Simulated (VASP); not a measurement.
The system is SiC.

```
Si C
1.0
     0.00000    2.18611    2.17300
     2.18611    0.00000    2.17300
     2.18611    2.18611    0.00000
Si C
1 1
Direct
  0.00000 0.00000 0.00000
  0.25000 0.25000 0.25000
```

This cell differs from its parent crystal: epitaxial xy strain +0.4%.

Base run:

```yaml
Program: VASP 6.6.1
Functional: PBE
Potentials_or_basis: VASP PAW PBE potentials, release 64 (Si, C)
Cutoff: 520 eV
k_mesh: 10 × 10 × 10
Occupations: fermi-dirac, width 0.02 eV
Spin: no spin polarisation
```

Its results: band gap on the k mesh 1.30 eV, indirect (least direct gap 4.53 eV); pressure 2.4 GPa.

**Question.** The run is repeated on the same cell with these changes: functional from PBE to r2SCAN; occupations from fermi-dirac, width 0.02 eV to gaussian, width 0.01 eV. What comes out?

**Answer.** Band gap on the k mesh 1.66 eV, indirect (least direct gap 5.05 eV); pressure -1.3 GPa.

Caveats: the PAW data sets were made with another functional, which shifts forces and pressure a little (some runs).

A k mesh can miss the band edges.
